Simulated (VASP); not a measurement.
# Au (Fm-3m) in VASP: further runs

Au is run at these levels: PBEsol; tasks: single point.

Program: VASP 6.6.1. These are calculated values, not measurements. Logs are shortened: lines on timing, memory, paths and dates and some standing lists are left out, and cuts for length are marked.

## (1) The cell of the first run

The structure is cubic, space group Fm-3m (No. 225). Conventional cell: a = 4.043 Å, b = 4.043 Å, c = 4.043 Å, α = 90.00°, β = 90.00°, γ = 90.00°. Within 3.8 Å of Au (site symmetry m-3m) lie 12 Au at 2.86 Å.

## (2) Single point, PBEsol (volume scaled by 0.98)

Contents of INCAR:

```
SYSTEM = Au
ALGO = Fast ; EDIFF = 1E-6
ENCUT = 520 ; GGA = PS
ISIF = 2 ; ISMEAR = -1
LASPH = .TRUE. ; LCHARG = .TRUE.
LELF = .TRUE. ; LREAL = .FALSE.
LVHAR = .TRUE. ; LWAVE = .FALSE.
NBANDS = 12 ; NELM = 80
PREC = Accurate ; SIGMA = 0.05
```

Contents of KPOINTS:

```
k-points
0
G
  11 11 11
  0 0 0
```

Contents of POSCAR:

```
Au
1.0
    0.0000000000      2.0213418704      2.0213418704
    2.0213418704      0.0000000000      2.0213418704
    2.0213418704      2.0213418704      0.0000000000
Au
1
Direct
    0.0000000000      0.0000000000      0.0000000000
```

Potentials or basis: VASP PAW PBE potentials, release 64 (Au).

Launch:

```
cat potpaw_PBE.64/Au/POTCAR > POTCAR
mpirun -np 1 vasp_std > vasp.out
```

OUTCAR:

```text
SYSTEM = Au
   EDIFF = 1E-6
   ENCUT = 520
   GGA = PS
   ISIF = 2
   ISMEAR = -1
   LASPH = .TRUE.
   LREAL = .FALSE.
   NELM = 80
   PREC = Accurate

 ion  position               nearest neighbor table
   1  0.000  0.000  0.000-

  LATTYP: Found a face centered cubic cell.
 ALAT       =     4.0426837408

  Lattice vectors:

 A1 = (   0.0000000000,   2.0213418704,   2.0213418704)
 A2 = (   2.0213418704,   0.0000000000,   2.0213418704)
 A3 = (   2.0213418704,   2.0213418704,   0.0000000000)

Analysis of symmetry for initial positions (statically):
=====================================================================
 Subroutine PRICEL returns:
 Original cell was already a primitive cell.

 Routine SETGRP: Setting up the symmetry group for a
 face centered cubic supercell.

 Subroutine GETGRP returns: Found 48 space group operations
[... 9 lines left out ...]

 Routine SETGRP: Setting up the symmetry group for a
 face centered cubic supercell.

 Subroutine GETGRP returns: Found 48 space group operations
[... 11 lines left out ...]
                                     Primitive cell

  volume of cell :      16.5177

  direct lattice vectors                    reciprocal lattice vectors
     0.000000000  2.021341870  2.021341870    -0.247360433  0.247360433  0.247360433
     2.021341870  0.000000000  2.021341870     0.247360433 -0.247360433  0.247360433
     2.021341870  2.021341870  0.000000000     0.247360433  0.247360433 -0.247360433

  length of vectors
     2.858609087  2.858609087  2.858609087     0.428440837  0.428440837  0.428440837

  position of ions in fractional coordinates (direct lattice)
     0.000000000  0.000000000  0.000000000

  ion indices of the primitive-cell ions
   primitive index   ion index
                 1           1

----------------------------------------------------------------------------------------

 KPOINTS: k-points

Automatic generation of k-mesh.
 Grid dimensions read from file:
 generate k-points for:   11   11   11

 Generating k-lattice:

  Cartesian coordinates                     Fractional coordinates (reciprocal lattice)
    -0.022487312  0.022487312  0.022487312     0.090909091  0.000000000  0.000000000
     0.022487312 -0.022487312  0.022487312     0.000000000  0.090909091  0.000000000
     0.022487312  0.022487312 -0.022487312     0.000000000  0.000000000  0.090909091

  Length of vectors
[... 59 lines left out ...]
   IBRION =     -1    ionic relax: 0-MD 1-quasi-New 2-CG
   NFREE  =      0    steps in history (QN), initial steepest desc. (CG)
   ISIF   =      2    stress and relaxation
   ISYM   =      2    0-nonsym 1-usesym 2-fastsym
   POTIM  = 0.5000    time-step for ionic-motion
   TEBEG  =    0.0;   TEEND  =   0.0 temperature during run
   PSTRESS=    0.0 pullay stress
   NELECT =      11.0000    total number of electrons
   NUPDOWN=      -1.0000    fix difference up-down
   EMIN   =  10.00;   EMAX   =-10.00  energy-range for DOS
   EFERMI =   0.00;   METHOD = LEGACY
   ISMEAR =    -1;   SIGMA  =   0.05  broadening in eV -4-tet -1-fermi 0-gaus
   EFERMI_NEDOS =   21; number of points for ismear=-14 and -15
   IALGO  =     68    algorithm
   IMIX   =      4    mixing-type and parameters
     AMIX     =   0.40;   BMIX     =  1.00
     AMIX_MAG =   1.60;   BMIX_MAG =  1.00
  volume/ion in A,a.u.               =      16.52       111.47
  Fermi-wavevector in a.u.,A,eV,Ry     =   1.429627  2.701603 27.808026  2.043832
  Thomas-Fermi vector in A             =   2.549560
   LORBIT       =      0    0 simple, 1 ext, 2 COOP (PROOUT), +10 PAW based schemes
   GGA     = PS    functional components
   LHFCALC =     F    Hartree Fock is set to
   AEXX    =    0.0000 exact exchange contribution
   IVDW    =     0    specifies the selected vdW correction
   LEPSILON=     F    determine dielectric tensor
   LRPA    =     F    only Hartree local field effects (RPA)
 non-spin polarized calculation
 RMM-DIIS sequential band-by-band and
  energy-cutoff  :      520.00
  volume of cell :       16.52
 maximum number of plane-waves:       459
 NGX is ok and might be reduce to    24
   NGX = 11   NGY = 11   NGZ = 11

 number of electron      10.9999999 magnetization

 Free energy of the ion-electron system (eV)
  ---------------------------------------------------
  ext. energy  EPLUGINS =         0.00000000
  ---------------------------------------------------
  free energy    TOTEN  =        -3.92515743 eV

  energy without entropy =       -3.92340939  energy(sigma->0) =       -3.92428341

 E-fermi :   9.7940     XC(G=0): -13.0699

 val. band max:        9.6753572736   @ k =   0.4545   0.2727   0.0000
 cond. band min:       9.8769614264   @ k =  -0.4545   0.0909   0.0000
 fundamental gap:      0.2016041529
 Fermi energy:         9.7940129115

 k-point     1 :       0.0000    0.0000    0.0000
  band No.  band energies     occupation
      1      -0.4485      2.00000
      2       4.9589      2.00000
      3       4.9589      2.00000
      4       4.9589      2.00000
      5       6.5739      2.00000
      6       6.5739      2.00000
      7      24.2642      0.00000
      8      28.4363      0.00000
      9      28.4363      0.00000
     10      28.4363      0.00000
     11      33.4049      0.00000
     12      38.4283      0.00000
[... 331 lines left out ...]
 k-point    24 :      -0.1818    0.1818    0.0000
  band No.  band energies     occupation
      1       2.1973      2.00000
      2       4.3060      2.00000
      3       5.1604      2.00000
      4       5.8799      2.00000
      5       5.9246      2.00000
      6       7.8321      2.00000
      7      21.3369      0.00000
      8      23.3857      0.00000
      9      27.5932      0.00000
     10      29.0850      0.00000
     11      32.0113      0.00000
     12      34.7548      0.00000

 [... further k-points ...]

------------------------ aborting loop because EDIFF is reached ----------------------------------------

  FORCE on cell =-STRESS in cart. coord.  units (eV):
  Direction    XX          YY          ZZ          XY          YZ          ZX
  --------------------------------------------------------------------------------------
  -------------------------------------------------------------------------------------
  Total        0.5528890      0.5528890      0.5528890     -0.0000000      0.0000000      0.0000000
  in kB       53.6289376     53.6289376     53.6289376     -0.0000000      0.0000000      0.0000000
  external PRESSURE =      53.6289376 kB  Pullay stress =       0.0000000 kB

 VOLUME and BASIS-vectors are now :
 -----------------------------------------------------------------------------
  energy-cutoff  :      520.00
  volume of cell :       16.52
      direct lattice vectors                 reciprocal lattice vectors
     0.000000000  2.021341870  2.021341870    -0.247360433  0.247360433  0.247360433
     2.021341870  0.000000000  2.021341870     0.247360433 -0.247360433  0.247360433
     2.021341870  2.021341870  0.000000000     0.247360433  0.247360433 -0.247360433

 POSITION                                       TOTAL-FORCE (eV/Angst)
 -----------------------------------------------------------------------------------
      0.00000      0.00000      0.00000         0.000000      0.000000      0.000000
 -----------------------------------------------------------------------------------
    total drift:                               -0.000000      0.000000      0.000000

  FREE ENERGIE OF THE ION-ELECTRON SYSTEM (eV)
  ---------------------------------------------------
  free  energy   TOTEN  =        -3.9251574258 eV

  energy  without entropy=       -3.9234093851  energy(sigma->0) =       -3.92428341
```

stdout:

```text
POSCAR found type information on POSCAR Au
 POSCAR found :  1 types and       1 ions
 scaLAPACK will be used
 -----------------------------------------------------------------------------
|                                                                             |
|                                                                             |
|     You enforced a specific xc type in the INCAR file but a different       |
|     I HOPE YOU KNOW WHAT YOU ARE DOING!                                     |
|                                                                             |
 -----------------------------------------------------------------------------

 LDA part: xc-table for (Slater+PW92), standard interpolation
 POSCAR, INCAR and KPOINTS ok, starting setup
 FFT: planning ... GRIDC
 FFT: planning ... GRID_SOFT
 FFT: planning ... GRID
 WAVECAR not read
 entering main loop
```

Wall time 6.9 s (1 thread of Intel Xeon Platinum 8488C (Sapphire Rapids), shared host); peak memory 0.14 GiB.

Results:

| Property | Result |
| --- | --- |
| Free energy | -3.9252 eV |
| Pressure | 5.4 GPa |

Levels at points of the mesh, in eV from the Fermi level:
```tsv
k point	band 3	band 4	band 5	band 6	band 7	band 8	band 9	band 10
(0.00, 0.00, 0.00)	-4.84	-4.84	-3.22	-3.22	14.47	18.64	18.64	18.64
```

Caveat: the PAW data sets were made with another functional, which shifts forces and pressure a little; spin-orbit coupling is left out, which moves the levels of the heavy elements.

## (3) Single point, PBEsol (volume scaled by 1.02)

Contents of INCAR:

```
SYSTEM = Au
PREC = Accurate
ENCUT = 520
EDIFF = 1E-7
ISMEAR = -1
SIGMA = 0.05
LREAL = .FALSE.
LASPH = .TRUE.
NELM = 60
ALGO = Fast
ISIF = 2
LWAVE = .FALSE.
LCHARG = .TRUE.
GGA = PS
LELF = .TRUE.
LVHAR = .TRUE.
NBANDS = 12
```

Contents of KPOINTS:

```
regular mesh
0
G
  11 11 11
  0 0 0
```

Contents of POSCAR:

```
Au
1.0
    0.0000000000      2.0484772140      2.0484772140
    2.0484772140      0.0000000000      2.0484772140
    2.0484772140      2.0484772140      0.0000000000
Au
1
Direct
    0.0000000000      0.0000000000      0.0000000000
```

Potentials or basis: VASP PAW PBE potentials, release 64 (Au).

Launch:

```
cat potpaw_PBE.64/Au/POTCAR > POTCAR
mpirun -np 1 vasp_std > vasp.out
```

Wall time 7.3 s (1 thread of Intel Xeon Platinum 8488C (Sapphire Rapids), shared host); peak memory 0.14 GiB.

Results (log left out):

- Free energy: -3.9319 eV
- Pressure: -2.0 GPa

Levels at points of the mesh, in eV from the Fermi level:
| k point | band 3 | band 4 | band 5 | band 6 | band 7 | band 8 | band 9 | band 10 |
| --- | --- | --- | --- | --- | --- | --- | --- | --- |
| (0.00, 0.00, 0.00) | -4.65 | -4.65 | -3.15 | -3.15 | 14.49 | 18.43 | 18.43 | 18.43 |

Caveat: the PAW data sets were made with another functional, which shifts forces and pressure a little; spin-orbit coupling is left out, which moves the levels of the heavy elements.
